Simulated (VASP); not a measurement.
# CaNb2O5 (P6/mmm) in VASP: relaxation of cell and atoms with PBE

Aim: the relaxation of cell and atoms of CaNb2O5 with PBE.

Program: VASP 6.6.1. These are calculated values, not measurements. Logs are shortened: lines on timing, memory, paths and dates and some standing lists are left out, and cuts for length are marked.

### Step 1. The cell of the first run

Symmetry: P6/mmm, No. 191, hexagonal system. The conventional cell has a = 6.649 Å, b = 6.649 Å, c = 3.935 Å, α = 90.00°, β = 90.00°, γ = 120.00°. Within 5.0 Å of Ca (site symmetry 6/mmm) lie 18 O at 3.84 to 3.86 Å and 2 Ca at 3.94 Å and 12 Nb at 4.31 Å. Within 2.5 Å of Nb (site symmetry -6m2) lie 5 O at 1.92 to 1.97 Å. Within 2.6 Å of O (site symmetry -6m2) lie 2 Nb at 1.97 Å. Within 2.5 Å of O (site symmetry mmm) lie 2 Nb at 1.92 Å.

The cell was generated, and may not be a known phase.

### Step 2. Relaxation of cell and atoms, PBE

Contents of INCAR:

```
SYSTEM = CaNb2O5
ALGO = Normal ; EDIFF = 1E-6
EDIFFG = -0.01 ; ENCUT = 600
GGA = PE ; IBRION = 2
ISIF = 3 ; ISMEAR = 0
LASPH = .TRUE. ; LCHARG = .FALSE.
LREAL = .FALSE. ; LWAVE = .FALSE.
NELM = 100 ; NSW = 100
PREC = Accurate ; SIGMA = 0.1
```

Contents of KPOINTS:

```
k-points
0
G
  6 6 10
  0 0 0
```

Contents of POSCAR:

```
CaNb2O5
1.0
    6.6493412518      0.0000000000      0.0000000000
   -3.3246706259      5.7584984425      0.0000000000
    0.0000000000      0.0000000000      3.9350940026
Ca Nb O
1 2 5
Direct
    0.0000000000      0.0000000000      0.5000000000
    0.3333333333      0.6666666667      0.0000000000
    0.6666666667      0.3333333333      0.0000000000
    0.3333333333      0.6666666667      0.5000000000
    0.0000000000      0.5000000000      0.0000000000
    0.5000000000      0.5000000000      0.0000000000
    0.5000000000      0.0000000000      0.0000000000
    0.6666666667      0.3333333333      0.5000000000
```

Potentials or basis: VASP PAW PBE potentials, release 64 (Ca_sv, Nb_sv, O).

Launch:

```console
$ cat potpaw_PBE.64/Ca_sv/POTCAR potpaw_PBE.64/Nb_sv/POTCAR potpaw_PBE.64/O/POTCAR > POTCAR
$ mpirun -np 1 vasp_std > vasp.out
```

OUTCAR:

```text
SYSTEM = CaNb2O5
   EDIFF = 1E-6
   EDIFFG = -0.01
   ENCUT = 600
   GGA = PE
   IBRION = 2
   ISIF = 3
   ISMEAR = 0
   LASPH = .TRUE.
   LREAL = .FALSE.
   NELM = 100
   NSW = 100
   PREC = Accurate

 ion  position               nearest neighbor table
   1  0.000  0.000  0.500-
   2  0.333  0.667  0.000-   5 1.92   7 1.92   6 1.92   4 1.97   4 1.97
   3  0.667  0.333  0.000-   5 1.92   7 1.92   6 1.92   8 1.97   8 1.97
   4  0.333  0.667  0.500-   2 1.97   2 1.97
   5  0.000  0.500  0.000-   2 1.92   3 1.92
   6  0.500  0.500  0.000-   2 1.92   3 1.92
   7  0.500  0.000  0.000-   2 1.92   3 1.92
   8  0.667  0.333  0.500-   3 1.97   3 1.97

  LATTYP: Found a hexagonal cell.
 ALAT       =     6.6493412518
 C/A-ratio  =     0.5918020829

  Lattice vectors:

 A1 = (   6.6493412518,   0.0000000000,   0.0000000000)
 A2 = (  -3.3246706259,   5.7584984425,   0.0000000000)
 A3 = (   0.0000000000,   0.0000000000,   3.9350940026)

Analysis of symmetry for initial positions (statically):
=====================================================================
 Subroutine PRICEL returns:
 Original cell was already a primitive cell.

 Routine SETGRP: Setting up the symmetry group for a
 hexagonal supercell.

 Subroutine GETGRP returns: Found 24 space group operations
 (whereof 24 operations were pure point group operations)
 out of a pool of 24 trial point group operations.

The static configuration has the point symmetry D_6h.

Analysis of symmetry for dynamics (positions and initial velocities):
=====================================================================
 Subroutine PRICEL returns:
 Original cell was already a primitive cell.

 Routine SETGRP: Setting up the symmetry group for a
 hexagonal supercell.

 Subroutine GETGRP returns: Found 24 space group operations
 (whereof 24 operations were pure point group operations)
 out of a pool of 24 trial point group operations.

The dynamic configuration has the point symmetry D_6h.

 Subroutine INISYM returns: Found 24 space group operations
 (whereof 24 operations are pure point group operations),
 and found     1 'primitive' translations

----------------------------------------------------------------------------------------

                                     Primitive cell

  volume of cell :     150.6756

  direct lattice vectors                    reciprocal lattice vectors
     6.649341252  0.000000000  0.000000000     0.150390838  0.086828191  0.000000000
    -3.324670626  5.758498442  0.000000000     0.000000000  0.173656381  0.000000000
     0.000000000  0.000000000  3.935094003     0.000000000  0.000000000  0.254123535

  length of vectors
     6.649341252  6.649341252  3.935094003     0.173656381  0.173656381  0.254123535

  position of ions in fractional coordinates (direct lattice)
     0.000000000  0.000000000  0.500000000
     0.333333333  0.666666667  0.000000000
     0.666666667  0.333333333  0.000000000
     0.333333333  0.666666667  0.500000000
     0.000000000  0.500000000  0.000000000
     0.500000000  0.500000000  0.000000000
     0.500000000  0.000000000  0.000000000
     0.666666667  0.333333333  0.500000000

  ion indices of the primitive-cell ions
   primitive index   ion index
                 1           1
                 2           2
                 3           3
                 4           4
                 5           5
                 6           6
                 7           7
                 8           8

----------------------------------------------------------------------------------------

 KPOINTS: k-points

Automatic generation of k-mesh.
 Grid dimensions read from file:
 generate k-points for:    6    6   10

 Generating k-lattice:

  Cartesian coordinates                     Fractional coordinates (reciprocal lattice)
     0.025065140  0.014471365  0.000000000     0.166666667  0.000000000  0.000000000
     0.000000000  0.028942730  0.000000000     0.000000000  0.166666667  0.000000000
     0.000000000  0.000000000  0.025412354     0.000000000  0.000000000  0.100000000

  Length of vectors
     0.028942730  0.028942730  0.025412354

  Shift w.r.t. Gamma in fractional coordinates (k-lattice)
     0.000000000  0.000000000  0.000000000

 Subroutine IBZKPT returns following result:
 ===========================================

 Found     42 irreducible k-points:

 Following reciprocal coordinates:
            Coordinates               Weight
  0.000000  0.000000  0.000000      1.000000
  0.166667  0.000000  0.000000      6.000000
  0.333333  0.000000  0.000000      6.000000
  0.500000 -0.000000  0.000000      3.000000
  0.166667  0.166667  0.000000      6.000000
  0.333333  0.166667  0.000000     12.000000
[... 16 lines left out ...]
  0.166667  0.000000  0.300000     12.000000
  0.333333  0.000000  0.300000     12.000000
 [... further k-points ...]
   k-points           NKPTS =     42   k-points in BZ     NKDIM =     42   number of bands    NBANDS=     39
   number of dos      NEDOS =    301   number of ions     NIONS =      8
   total plane-waves  NPLWV =  93312
   dimension x,y,z NGX =    54 NGY =   54 NGZ =   32
   dimension x,y,z NGXF=   108 NGYF=  108 NGZF=   64
   ions per type =               1   2   5
   NGX,Y,Z   is equivalent  to a cutoff of  13.50, 13.50, 13.52 a.u.
   NGXF,Y,Z  is equivalent  to a cutoff of  27.00, 27.00, 27.04 a.u.
 SYSTEM =  CaNb2O5
   PREC   = accura    normal or accurate (medium, high low for compatibility)
   ISTART =      0    job   : 0-new  1-cont  2-samecut
   ICHARG =      2    charge: 1-file 2-atom 10-const
   ISPIN  =      1    spin polarized calculation?
   LNONCOLLINEAR =      F non collinear calculations
   LSORBIT =      F    spin-orbit coupling
   LASPH  =      T    aspherical Exc in radial PAW
   ENCUT  =  600.0 eV  44.10 Ry    6.64 a.u.  13.28 13.28  7.86*2*pi/ulx,y,z
   NELM   =    100;   NELMIN=  2; NELMDL= -5     # of ELM steps
   EDIFF  = 0.1E-05   stopping-criterion for ELM
   LREAL  =      F    real-space projection
   EDIFFG = -.1E-01   stopping-criterion for IOM
   NSW    =    100    number of steps for IOM
   IBRION =      2    ionic relax: 0-MD 1-quasi-New 2-CG
   NFREE  =      1    steps in history (QN), initial steepest desc. (CG)
   ISIF   =      3    stress and relaxation
   ISYM   =      2    0-nonsym 1-usesym 2-fastsym
   POTIM  = 0.5000    time-step for ionic-motion
   TEBEG  =    0.0;   TEEND  =   0.0 temperature during run
   PSTRESS=    0.0 pullay stress
   NELECT =      66.0000    total number of electrons
   NUPDOWN=      -1.0000    fix difference up-down
   EMIN   =  10.00;   EMAX   =-10.00  energy-range for DOS
   EFERMI =   0.00;   METHOD = LEGACY
   ISMEAR =     0;   SIGMA  =   0.10  broadening in eV -4-tet -1-fermi 0-gaus
   EFERMI_NEDOS =   21; number of points for ismear=-14 and -15
   IALGO  =     38    algorithm
   IMIX   =      4    mixing-type and parameters
     AMIX     =   0.40;   BMIX     =  1.00
     AMIX_MAG =   1.60;   BMIX_MAG =  1.00
  volume/ion in A,a.u.               =      18.83       127.10
  Fermi-wavevector in a.u.,A,eV,Ry     =   1.243298  2.349492 21.031740  1.545789
  Thomas-Fermi vector in A             =   2.377615
   LORBIT       =      0    0 simple, 1 ext, 2 COOP (PROOUT), +10 PAW based schemes
   GGA     = PE    functional components
   LHFCALC =     F    Hartree Fock is set to
   AEXX    =    0.0000 exact exchange contribution
   IVDW    =     0    specifies the selected vdW correction
   LEPSILON=     F    determine dielectric tensor
   LRPA    =     F    only Hartree local field effects (RPA)
 conjugate gradient relaxation of ions
 non-spin polarized calculation
 Gauss-broadening in eV      SIGMA  =   0.10
  energy-cutoff  :      600.00
  volume of cell :      150.68
 maximum number of plane-waves:      5056
 NGX is ok and might be reduce to    54
   NGX = 27   NGY = 27   NGZ = 15

--------------------------------------- Ionic step        1  -------------------------------------------

 number of electron      65.9999983 magnetization

 Free energy of the ion-electron system (eV)
  ---------------------------------------------------
  ext. energy  EPLUGINS =         0.00000000
  ---------------------------------------------------
  free energy    TOTEN  =       -65.06530865 eV

  energy without entropy =      -65.05450040  energy(sigma->0) =      -65.05990452

------------------------ aborting loop because EDIFF is reached ----------------------------------------

  FORCE on cell =-STRESS in cart. coord.  units (eV):
  Direction    XX          YY          ZZ          XY          YZ          ZX
  --------------------------------------------------------------------------------------
  -------------------------------------------------------------------------------------
  Total       -0.6085232     -0.6085232      0.2624909      0.0000000      0.0000000      0.0000000
  in kB       -6.4706026     -6.4706026      2.7911416      0.0000000      0.0000000      0.0000000
  external PRESSURE =      -3.3833545 kB  Pullay stress =       0.0000000 kB
[... 195 lines left out ...]
  energy  without entropy=      -65.0562468829  energy(sigma->0) =      -65.06155234

--------------------------------------- Ionic step        6  -------------------------------------------

 number of electron      65.9999981 magnetization

 Free energy of the ion-electron system (eV)
  ---------------------------------------------------
  ext. energy  EPLUGINS =         0.00000000
  ---------------------------------------------------
  free energy    TOTEN  =       -65.06685799 eV

  energy without entropy =      -65.05630240  energy(sigma->0) =      -65.06158019

 E-fermi :   4.4173     XC(G=0):  -8.8507

 val. band max:        4.3991670603   @ k =   0.0000   0.0000   0.4000
 cond. band min:       4.4373686508   @ k =   0.3333   0.1667   0.3000
 fundamental gap:      0.0382015905
 Fermi energy:         4.4173273634

 k-point     1 :       0.0000    0.0000    0.0000
  band No.  band energies     occupation
      1     -52.5701      2.00000
      2     -52.5626      2.00000
      3     -39.3517      2.00000
      4     -29.0219      2.00000
      5     -29.0219      2.00000
      6     -28.8355      2.00000
[... 997 lines left out ...]
     38       5.8088      0.00000
     39       5.8986      0.00000

 [... further k-points ...]

------------------------ aborting loop because EDIFF is reached ----------------------------------------

  FORCE on cell =-STRESS in cart. coord.  units (eV):
  Direction    XX          YY          ZZ          XY          YZ          ZX
  --------------------------------------------------------------------------------------
  -------------------------------------------------------------------------------------
  Total       -0.0372506     -0.0372506     -0.0719705      0.0000000      0.0000000      0.0000000
  in kB       -0.3972342     -0.3972342     -0.7674811      0.0000000      0.0000000      0.0000000
  external PRESSURE =      -0.5206498 kB  Pullay stress =       0.0000000 kB
[... 23 lines left out ...]
  FREE ENERGIE OF THE ION-ELECTRON SYSTEM (eV)
  ---------------------------------------------------
  free  energy   TOTEN  =       -65.0668579928 eV

  energy  without entropy=      -65.0563023971  energy(sigma->0) =      -65.06158019

 reached required accuracy - stopping structural energy minimisation
```

Run time: 10 min. Hardware: 1 thread of AMD EPYC 9R45 (Zen 5), shared host; peak memory 0.46 GiB.

Results:

- Free energy: -65.0669 eV
- Relaxed volume: 18.78 Å³/atom
- Relaxed cell: a = 6.635 Å, b = 6.635 Å, c = 3.941 Å, α = 90.00°, β = 90.00°, γ = 120.00°
- Space group after relaxing (to 0.1 Å): P6/mmm (No. 191)
- Energy gained by relaxing: 0.2 meV/atom
- Ionic steps: 6
- Pressure after relaxing: -0.1 GPa
- Band gap on the k mesh: zero (bands 33 and 34 overlap by 1.25 eV)

Step by step:
| step | energy change (eV) | largest force (eV/Å) | pressure (GPa) | volume (Å³) |
| --- | --- | --- | --- | --- |
| 1 | 0.0000 | 0.0000 | -0.34 | 150.68 |
| 2 | -0.0010 | 0.0000 | 0.27 | 149.81 |
| 3 | -0.0016 | 0.0000 | 0.05 | 150.13 |
| 4 | -0.0016 | 0.0000 | 0.05 | 150.14 |
| 5 | -0.0015 | 0.0000 | 0.03 | 150.15 |
| 6 | -0.0015 | 0.0000 | -0.05 | 150.24 |

Final structure:
```
Ca Nb O
1.0
     6.63507    0.00000    0.00000
    -3.31753    5.74614    0.00000
     0.00000    0.00000    3.94073
Ca Nb O
1 2 5
Direct
  0.00000 0.00000 0.50000
  0.33333 0.66667 0.00000
  0.66667 0.33333 0.00000
  0.33333 0.66667 0.50000
  0.00000 0.50000 0.00000
  0.50000 0.50000 0.00000
  0.50000 0.00000 0.00000
  0.66667 0.33333 0.50000
```

Levels at points of the mesh, in eV from the Fermi level:
| k point | band 30 | band 31 | band 32 | band 33 | band 34 | band 35 | band 36 | band 37 |
| --- | --- | --- | --- | --- | --- | --- | --- | --- |
| (0.00, 0.00, 0.00) | -3.31 | -3.31 | -3.04 | -1.85 | -0.51 | -0.51 | 0.25 | 0.25 |
| (0.50, 0.00, 0.00) | -3.43 | -3.42 | -3.30 | -0.97 | -0.42 | 0.42 | 1.04 | 1.19 |
| (0.00, 0.00, 0.50) | -4.49 | -2.64 | -2.64 | 0.37 | 0.37 | 0.43 | 1.07 | 1.07 |
| (0.50, 0.00, 0.50) | -3.48 | -3.06 | -2.68 | 0.56 | 0.87 | 1.29 | 1.31 | 1.49 |

The gap in the log of VASP goes by the Fermi energy; the results here count the filled bands.